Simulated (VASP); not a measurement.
# Sn: single point with PBE

Sn:

```xyz
2
Lattice="0.0000 3.3282 3.3282 3.3282 0.0000 3.3282 3.3282 3.3282 0.0000" Properties=species:S:1:pos:R:3 pbc="T T T"
Sn    4.9923    4.9923    4.9923
Sn    3.3282    3.3282    3.3282
```

```json
{"Program": "VASP 6.6.1", "Task": "single point", "Functional": "PBE", "Potentials or basis": "VASP PAW PBE potentials, release 64 (Sn_d)", "Cutoff": "500 eV", "k mesh": "6 × 6 × 6", "Occupations": "gaussian, width 0.05 eV", "Spin": "no spin polarisation", "Dipole correction": "no", "Further INCAR settings": "ALGO = Normal; EDIFF = 1e-06; NBANDS = 21"}
```

```json
{"Pressure": "0.0 GPa", "Band gap on the k mesh": "zero (band 14 reaches 4.96 eV, above the bottom of band 15 at 4.73 eV)"}
```

Levels at points of the mesh, in eV from the Fermi level:
| k point | band 10 | band 11 | band 12 | band 13 | band 14 | band 15 | band 16 | band 17 | band 18 | band 19 |
| --- | --- | --- | --- | --- | --- | --- | --- | --- | --- | --- |
| (0.00, 0.00, 0.00) | -21.10 | -9.97 | -1.01 | 0.23 | 0.23 | 0.23 | 2.29 | 2.29 | 2.29 | 5.11 |
| (0.50, 0.00, 0.00) | -21.06 | -8.50 | -5.89 | -0.86 | -0.86 | 0.00 | 3.34 | 3.34 | 5.83 | 8.34 |
| (0.50, 0.50, 0.00) | -21.04 | -7.12 | -7.12 | -2.08 | -2.08 | 1.05 | 1.05 | 7.39 | 7.39 | 8.92 |

It took 21 s on 1 thread of Intel Xeon 6975P-C (shared host), peak memory 0.2 GiB.

Caveat: spin-orbit coupling is left out, which moves the levels of the heavy elements.
